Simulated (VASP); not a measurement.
Here is a VASP 6.6.1 calculation.

The input INCAR:

```
SYSTEM = Ta
PREC     = Accurate       ! precision mode
ENCUT    = 600            ! plane-wave cutoff, eV
EDIFF    = 1E-7           ! SCF threshold, eV
ISMEAR   = -1             ! smearing method
SIGMA    = 0.05           ! smearing width, eV
LREAL    = .FALSE.        ! projectors in reciprocal space
LASPH    = .TRUE.         ! aspherical terms in the spheres
NELM     = 60             ! most SCF steps
ALGO     = Normal         ! electronic algorithm
ISIF     = 3              ! what is computed and relaxed
LWAVE    = .FALSE.        ! write WAVECAR
LCHARG   = .FALSE.        ! write CHGCAR
GGA      = PS             ! functional
IBRION   = 2              ! ionic algorithm
NSW      = 80             ! ionic steps
EDIFFG   = -0.01          ! ionic threshold
PSTRESS  = 300.0
```

File KPOINTS:

```
regular mesh
0
G
  11 11 11
  0 0 0
```

The input POSCAR:

```
Ta
1.0
   -1.6512800000      1.6512800000      1.6512800000
    1.6512800000     -1.6512800000      1.6512800000
    1.6512800000      1.6512800000     -1.6512800000
Ta
1
Direct
    0.0000000000      0.0000000000      0.0000000000
```

Potentials or basis: VASP PAW PBE potentials, release 64 (Ta_pv).

The run is started by

```sh
$ cat potpaw_PBE.64/Ta_pv/POTCAR > POTCAR
$ mpirun -np 1 vasp_std > vasp.out
```

(1) Estimate the space group after relaxing (to 0.05 Å).

(2) What does it give for the relaxed cell?

Results:

(1) Im-3m (No. 229).

(2) a = 2.738 Å, b = 2.738 Å, c = 2.738 Å, α = 109.47°, β = 109.47°, γ = 109.47°.

Caveat: the cell is relaxed towards a set pressure, so the enthalpy falls and the energy may rise.
